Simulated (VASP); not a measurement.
# Ga2As5 (R-3m) in VASP: a series of runs, part 2 of 2

VASP 6.6.1. The steps go on from the part before.

## (4) Single point, PBE

This run uses another cell than the first one, of 21.33 Å³/atom.

INCAR reads:

```
PREC = Accurate ; ENCUT = 500
EDIFF = 1E-6 ; ISMEAR = 0
SIGMA = 0.2 ; LREAL = False
LASPH = True ; NELM = 120
ALGO = Normal ; ISIF = 2
LWAVE = False ; LCHARG = False
GGA = PE ; NBANDS = 34
GGA_COMPAT = False
```

KPOINTS reads:

```
regular mesh
0
Gamma
  6 6 6
```

POSCAR reads:

```
Ga2As5
1.0
   -1.9232260955      3.3311253119      0.0000000000
   -3.8464521910      0.0000000000      0.0000000000
   -1.9232260955      1.1103751039     11.6533136267
Ga As
2 5
Direct
    0.2927345440      0.2927345440      0.1217963679
    0.7072654560      0.7072654560      0.8782036321
    0.5685061455      0.5685061455      0.2944815635
    0.4314938545      0.4314938545      0.7055184365
    0.0000000000      0.0000000000      0.0000000000
    0.8641231933      0.8641231933      0.4076304200
    0.1358768067      0.1358768067      0.5923695800
```

Potentials or basis: VASP PAW PBE potentials, release 64 (Ga_d, As).

Started as:

```sh
> cat potpaw_PBE.64/Ga_d/POTCAR potpaw_PBE.64/As/POTCAR > POTCAR
> mpirun -np 1 vasp_std > vasp.out
```

OUTCAR:

```text
PREC = Accurate
   ENCUT = 500
   EDIFF = 1E-6
   ISMEAR = 0
   LREAL = False
   LASPH = True
   NELM = 120
   ISIF = 2
   GGA = PE

 ion  position               nearest neighbor table
   1  0.293  0.293  0.122-   5 2.64   5 2.64   5 2.64
   2  0.707  0.707  0.878-   5 2.64   5 2.64   5 2.64
   3  0.569  0.569  0.294-   6 2.58   6 2.58   6 2.58
   4  0.431  0.431  0.706-   7 2.58   7 2.58   7 2.58
   5  0.000  0.000  0.000-   1 2.64   2 2.64   1 2.64   2 2.64   1 2.64   2 2.64
   6  0.864  0.864  0.408-   3 2.58   3 2.58   3 2.58
   7  0.136  0.136  0.592-   4 2.58   4 2.58   4 2.58

  LATTYP: Found a trigonal (rhomboedric) cell.
 ALAT       =    11.8630287013
 COS(alpha) =     0.9474346549

  Lattice vectors:

 A1 = (   0.0000000000,  -2.2207502080,  11.6533136267)
 A2 = (   1.9232260955,   1.1103751039,  11.6533136267)
 A3 = (  -1.9232260955,   1.1103751039,  11.6533136267)

Analysis of symmetry for initial positions (statically):
=====================================================================
 Subroutine PRICEL returns:
 Original cell was already a primitive cell.

 Routine SETGRP: Setting up the symmetry group for a
 trigonal (rhombohedral) supercell.

 Subroutine GETGRP returns: Found 12 space group operations
 (whereof 12 operations were pure point group operations)
 out of a pool of 12 trial point group operations.

The static configuration has the point symmetry D_3d.

Analysis of symmetry for dynamics (positions and initial velocities):
=====================================================================
 Subroutine PRICEL returns:
 Original cell was already a primitive cell.

 Routine SETGRP: Setting up the symmetry group for a
 trigonal (rhombohedral) supercell.

 Subroutine GETGRP returns: Found 12 space group operations
 (whereof 12 operations were pure point group operations)
 out of a pool of 12 trial point group operations.

The dynamic configuration has the point symmetry D_3d.

[... 131 lines left out ...]
  Thomas-Fermi vector in A             =   2.281057
   LORBIT       =      0    0 simple, 1 ext, 2 COOP (PROOUT), +10 PAW based schemes
   GGA     = PE    functional components
   LHFCALC =     F    Hartree Fock is set to
   AEXX    =    0.0000 exact exchange contribution
   IVDW    =     0    specifies the selected vdW correction
   LEPSILON=     F    determine dielectric tensor
   LRPA    =     F    only Hartree local field effects (RPA)
 non-spin polarized calculation
 Gauss-broadening in eV      SIGMA  =   0.20
  energy-cutoff  :      500.00
  volume of cell :      149.31
 maximum number of plane-waves:      3813
   NGX = 13   NGY = 13   NGZ = 43

 number of electron      50.9999989 magnetization

 Free energy of the ion-electron system (eV)
  ---------------------------------------------------
  ext. energy  EPLUGINS =         0.00000000
  ---------------------------------------------------
  free energy    TOTEN  =       -29.31676616 eV

  energy without entropy =      -29.27790745  energy(sigma->0) =      -29.29733681

 E-fermi :   4.9133     XC(G=0): -10.1086

 val. band max:        4.9053091503   @ k =   0.1667   0.1667   0.0000
 cond. band min:       4.9440000312   @ k =  -0.1667   0.0000   0.1667
 fundamental gap:      0.0386908810
 Fermi energy:         4.9132599023

 k-point     1 :       0.0000    0.0000    0.0000
  band No.  band energies     occupation
      1      -9.8020      2.00000
      2      -9.8020      2.00000
      3      -9.7753      2.00000
      4      -9.7753      2.00000
      5      -9.7724      2.00000
      6      -9.7647      2.00000
[... 877 lines left out ...]
     33       8.1729      0.00000
     34       9.9007      0.00000

 [... further k-points ...]

------------------------ aborting loop because EDIFF is reached ----------------------------------------

  FORCE on cell =-STRESS in cart. coord.  units (eV):
  Direction    XX          YY          ZZ          XY          YZ          ZX
  --------------------------------------------------------------------------------------
  -------------------------------------------------------------------------------------
  Total        0.1735930      0.1735930     -0.1236462      0.0000000      0.0000000      0.0000000
  in kB        1.8626961      1.8626961     -1.3267543      0.0000000      0.0000000      0.0000000
  external PRESSURE =       0.7995459 kB  Pullay stress =       0.0000000 kB

 VOLUME and BASIS-vectors are now :
 -----------------------------------------------------------------------------
  energy-cutoff  :      500.00
  volume of cell :      149.31
      direct lattice vectors                 reciprocal lattice vectors
    -1.923226096  3.331125312  0.000000000     0.000000000  0.300198854 -0.028604167
    -3.846452191  0.000000000  0.000000000    -0.259979833 -0.150099427 -0.028604167
    -1.923226096  1.110375104 11.653313627     0.000000000  0.000000000  0.085812502

 POSITION                                       TOTAL-FORCE (eV/Angst)
 -----------------------------------------------------------------------------------
     -1.92323      1.11038      1.41933         0.000000      0.000000     -0.008360
     -5.76968      3.33113     10.23398         0.000000     -0.000000      0.008360
     -3.84645      2.22075      3.43169        -0.000000     -0.000000      0.087309
     -3.84645      2.22075      8.22163         0.000000      0.000000     -0.087309
      0.00000      0.00000      0.00000         0.000000     -0.000000      0.000000
     -5.76968      3.33113      4.75025         0.000000     -0.000000      0.031976
     -1.92323      1.11038      6.90307        -0.000000      0.000000     -0.031976
 -----------------------------------------------------------------------------------
    total drift:                               -0.000000      0.000000      0.000000

  FREE ENERGIE OF THE ION-ELECTRON SYSTEM (eV)
  ---------------------------------------------------
  free  energy   TOTEN  =       -29.3167661638 eV

  energy  without entropy=      -29.2779074535  energy(sigma->0) =      -29.29733681
```

Wall time 96 s (1 thread of Intel Xeon 6975P-C (Granite Rapids), shared host); peak memory 0.31 GiB.

What came out:

```yaml
Free_energy: -29.3168 eV
Pressure: 0.1 GPa
Largest_force: 0.087 eV/Å
Band_gap_on_the_k_mesh: zero (an odd number of electrons rules out a gap without spin polarisation)
```

Forces in eV/Å, atoms in the order of the input:
```
Ga   0.000  0.000 -0.008
Ga   0.000  0.000  0.008
As   0.000  0.000  0.087
As   0.000  0.000 -0.087
As   0.000  0.000  0.000
As   0.000  0.000  0.032
As   0.000  0.000 -0.032
```

## (5) Single point, PBE

This run uses another cell than the first one, of 21.22 Å³/atom.

INCAR reads:

```
ALGO = Normal
EDIFF = 1E-6
ENCUT = 520
GGA = PE
ISIF = 2
ISMEAR = 0
LASPH = True
LCHARG = False
LREAL = False
LWAVE = False
NBANDS = 34
NELM = 60
PREC = Accurate
SIGMA = 0.2
```

KPOINTS reads:

```
k-points
0
Gamma
  5 5 5
```

POSCAR reads:

```
Ga2As5
1.0
    1.9299723246      1.1142700395     11.5102599175
   -1.9299723246      1.1142700395     11.5102599175
    0.0000000000     -2.2285400839     11.5102599170
Ga As
2 5
Direct
    0.7075300208      0.7075300208      0.7075300208
    0.2924699792      0.2924699792      0.2924699792
    0.4319474271      0.4319474271      0.4319474271
    0.5680525729      0.5680525729      0.5680525729
    0.0000000000      0.0000000000      0.0000000000
    0.1360310916      0.1360310916      0.1360310916
    0.8639689084      0.8639689084      0.8639689084
```

Started as:

```sh
> cat potpaw_PBE.64/Ga_d/POTCAR potpaw_PBE.64/As/POTCAR > POTCAR
> mpirun -np 1 vasp_std > vasp.out
```

It took 8.1 min on 1 thread of Intel Xeon 6975P-C (Granite Rapids), shared host; peak memory 1.2 GiB.

It converged, with:

| Item | Value |
| --- | --- |
| Free energy | -29.3610 eV |
| Pressure | 0.2 GPa |
| Largest force | 0.036 eV/Å |
| Band gap on the k mesh | zero (an odd number of electrons rules out a gap without spin polarisation) |

Forces on the atoms (eV/Å):
```
Ga   0.000  0.000  0.016
Ga   0.000  0.000 -0.016
As   0.000  0.000 -0.031
As   0.000  0.000  0.031
As   0.000  0.000  0.000
As   0.000  0.000  0.036
As   0.000  0.000 -0.036
```

Stress tensor (GPa, compression positive):
```
0.21 0.00 0.00
0.00 0.21 0.00
0.00 0.00 0.13
```

Levels at points of the mesh, in eV from the Fermi level:
```
           k point  band 21  band 22  band 23  band 24  band 25  band 26  band 27  band 28  band 29  band 30
(0.00, 0.00, 0.00)    -1.57    -0.87    -0.20    -0.16    -0.16     0.98     0.98     1.22     1.92     2.21
```

Caveat: the k points lie up to 0.38 Å⁻¹ apart, too coarse for converged energies and pressures of a metal.

## (6) Summary

| task | cell | k mesh | cutoff (eV) | smearing | gap on the mesh (eV) | pressure (GPa) | largest force (eV/Å) |
| --- | --- | --- | --- | --- | --- | --- | --- |
| relaxation of cell and atoms | relaxed from a = 6.187 Å, angles 59.9°, 7 atoms, atomic positions A | 3 × 3 × 3 | 500 | gaussian 0.2 eV | none | 0.4 | 0.04 |
| single point | a = 11.724 Å, angles 18.9°, 7 atoms, atomic positions B | 6 × 6 × 6 | 500 | gaussian 0.1 eV | none | 0.3 | 0.17 |
| single point | a = 3.846, b = 3.846, c = 11.863 Å, angles 80.7, 80.7, 60.0°, 7 atoms, atomic positions C | 6 × 6 × 6 | 500 | gaussian 0.2 eV | none | 0.1 | 0.09 |
| single point | a = 11.724 Å, angles 18.9°, 7 atoms, atomic positions B | 5 × 5 × 5 | 520 | gaussian 0.2 eV | none | 0.2 | 0.04 |

Alike in all rows: level PBE; potentials or basis VASP PAW PBE potentials, release 64 (Ga_d, As); no spin polarisation.

Caveats: some runs use coarse meshes; the relaxation stopped at a loose force limit of 0.08 eV/Å, so its end isn't a converged minimum (at least some runs).

Total energies depend on the potentials used, so only differences within one code and one set of settings carry meaning.
